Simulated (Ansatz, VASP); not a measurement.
# CuSi12: VASP beside Ansatz

```
Si Cu
1.0
     6.66836    0.00000    0.00000
    -3.33418    5.77497    0.00000
     0.00000    0.00000    6.30612
Si Cu
12 1
Cartesian
  2.2361 3.8730 4.3345
  2.1962 0.0000 4.3345
  -1.0981 1.9019 4.3345
  -2.2117 3.8308 5.1170
  4.4235 0.0000 5.1170
  1.1225 1.9441 5.1170
  -2.2117 3.8308 1.1891
  4.4235 0.0000 1.1891
  1.1225 1.9441 1.1891
  2.2361 3.8730 1.9716
  2.1962 0.0000 1.9716
  -1.0981 1.9019 1.9716
  0.0000 0.0000 0.0000
```

Alike in both runs: functional PBE; dispersion D3(BJ); k mesh 6 × 6 × 6; occupations gaussian, width 0.1 eV; no spin polarisation.

Ansatz relaxed the structure, and its values are those at the end. VASP's run is a single point on that final structure, the one shown.

```csv
,VASP,Ansatz
version,VASP 6.6.1,Ansatz 0.2.0
potentials or method,"VASP PAW PBE potentials, release 64 (Si, Cu), cutoff 520 eV","scalar-relativistic, plane waves, PAW"
valence electrons in the cell,59,67
```

Ansatz gave:

```
gap on the k mesh at the Fermi level (eV) : none
pressure (GPa)                            : 0.0
rms of the force components (eV/Å)        : 0.003
```

**Question.** What did VASP give for the same quantities?

**Answer.** gap on the k mesh at the Fermi level (eV): none; pressure (GPa): -0.1; rms of the force components (eV/Å): 0.005.

A gap of «none» marks a metal or a gap that the smearing closes. VASP's potentials hold 59 valence electrons a cell and Ansatz's 67, so a difference there can come from the potentials and not from the codes.
